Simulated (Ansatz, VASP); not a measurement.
# PtSe2: VASP beside Ansatz

INCAR

```
SYSTEM = PtSe2
ALGO     = Normal         ! electronic algorithm
EDIFF    = 1E-7           ! SCF threshold, eV
ENCUT    = 520            ! plane-wave cutoff, eV
GGA      = PE             ! functional
ISIF     = 2              ! what is computed and relaxed
ISMEAR   = 0              ! smearing method
LASPH    = .True.         ! aspherical terms in the spheres
LCHARG   = .False.        ! write CHGCAR
LREAL    = .False.        ! projectors in reciprocal space
LWAVE    = .False.        ! write WAVECAR
NBANDS   = 18             ! bands
NELM     = 80             ! most SCF steps
PREC     = Accurate       ! precision mode
SIGMA    = 0.15           ! smearing width, eV
```

Contents of KPOINTS:

```
k-points
0
Gamma
  12 12 10
  0 0 0
```

File POSCAR:

```
PtSe2
1.0
    3.7240006046      0.0000000000      0.0000000000
   -1.8620003023      3.3702076880      0.0000000000
    0.0000000000      0.0000000000      5.0620000000
Pt Se
1 2
Direct
    0.0000000000      0.0000000000      0.0000000000
    0.3333333333      0.6666666667      0.2500000000
    0.6666666667      0.3333333333      0.7500000000
```

Input for Ansatz:

```yaml
crystal:
  lattice:
    - [3.7240006046, 0.0, 0.0]
    - [-1.8620003023, 3.370207688, 0.0]
    - [0.0, 0.0, 5.062]
  atoms:
    - { symbol: Pt, position: [0.0, 0.0, 0.0] }
    - { symbol: Se, position: [0.3333333333, 0.6666666667, 0.25] }
    - { symbol: Se, position: [0.6666666667, 0.3333333333, 0.75] }
basis:
  ecutwfc: 420
kpoints:
  mp_grid: { grid: [12, 12, 10] }
hamiltonian:
  xc: pbe
scf:
  occupations: { method: gaussian, width: 0.15 }
output:
  forces: true
  stress: true
  eigenvalues: true
```

Change from the starting cell: strain +0.0450 x Voigt [0, 1, 0, 0, 0, 0], atoms carried along.

Alike in both runs: task single point; functional PBE; k mesh 12 × 12 × 10; occupations gaussian, width 0.15 eV; no spin polarisation.

|  | VASP | Ansatz |
| --- | --- | --- |
| version | VASP 6.6.1 | Ansatz 0.2.0 |
| potentials or method | VASP PAW PBE potentials, release 64 (Pt, Se), cutoff 520 eV | scalar-relativistic, plane waves, PAW |
| valence electrons in the cell | 22 | 50 |

```tsv
	VASP	Ansatz	Ansatz less VASP
gap on the k mesh at the Fermi level (eV)	none	none	-
pressure (GPa)	1.0	1.0	+0.04
traceless stress, the component that is largest in VASP (GPa)	-3.30	-3.30	-0.005
rms of the force components (eV/Å)	0.091	0.090	-0.0011
```

Atom by atom the forces differ by 0.001 eV/Å (rms over components). A gap of «none» marks a metal or a gap that the smearing closes. The functional is the same, so the differences come from potentials, cutoffs and numerics. VASP's potentials hold 22 valence electrons a cell and Ansatz's 50, so a difference there can come from the potentials and not from the codes.

Neither program's run includes spin-orbit coupling.
